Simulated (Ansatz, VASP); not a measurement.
## Two plane-wave programs on TiH2

The input INCAR:

```
SYSTEM = TiH2
PREC = Accurate
ENCUT = 520
EDIFF = 1E-6
ISMEAR = 0
SIGMA = 0.1
LREAL = .False.
LASPH = .True.
NELM = 60
ALGO = Normal
ISIF = 2
LWAVE = .False.
LCHARG = .True.
GGA = PS
LELF = .True.
LVHAR = .True.
NBANDS = 14
```

The input KPOINTS:

```
Automatic mesh
0
Gamma
  18 18 18
  0 0 0
```

POSCAR

```
TiH2
1.0
   -1.6666342450      1.6666342450      2.0352096550
    1.6666342450     -1.6666342450      2.0352096550
    1.6666342450      1.6666342450     -2.0352096550
Ti H
1 2
Direct
    0.0000000000      0.0000000000      0.0000000000
    0.7500000000      0.2500000000      0.5000000000
    0.2500000000      0.7500000000      0.5000000000
```

Input for Ansatz:

```yaml
crystal:
  lattice:
    - [-1.666634245, 1.666634245, 2.035209655]
    - [1.666634245, -1.666634245, 2.035209655]
    - [1.666634245, 1.666634245, -2.035209655]
  atoms:
    - { symbol: Ti, position: [0.0, 0.0, 0.0] }
    - { symbol: H, position: [0.75, 0.25, 0.5] }
    - { symbol: H, position: [0.25, 0.75, 0.5] }
basis:
  ecutwfc: 420
kpoints:
  mp_grid: { grid: [18, 18, 18] }
hamiltonian:
  xc: pbesol
scf:
  occupations: { method: gaussian, width: 0.1 }
output:
  forces: true
  stress: true
  eigenvalues: true
  populations: true
```

Alike in both runs: task single point; functional PBEsol; k mesh 18 × 18 × 18; occupations gaussian, width 0.1 eV; no spin polarisation.

|  | VASP | Ansatz |
| --- | --- | --- |
| version | VASP 6.6.1 | Ansatz 0.2.0 |
| potentials or method | VASP PAW PBE potentials, release 64 (Ti_sv, H), cutoff 520 eV | scalar-relativistic, plane waves, PAW |
| valence electrons in the cell | 14 | 14 |

|  | VASP | Ansatz | Ansatz less VASP |
| --- | --- | --- | --- |
| gap on the k mesh at the Fermi level (eV) | none | none | - |
| pressure (GPa) | -11.1 | -11.1 | -0.04 |
| traceless stress, the component that is largest in VASP (GPa) | 4.58 | 4.59 | +0.019 |

VASP's potentials were made for PBE, not for PBEsol. A gap of «none» marks a metal or a gap that the smearing closes. The functional is the same, so the differences come from potentials, cutoffs and numerics.
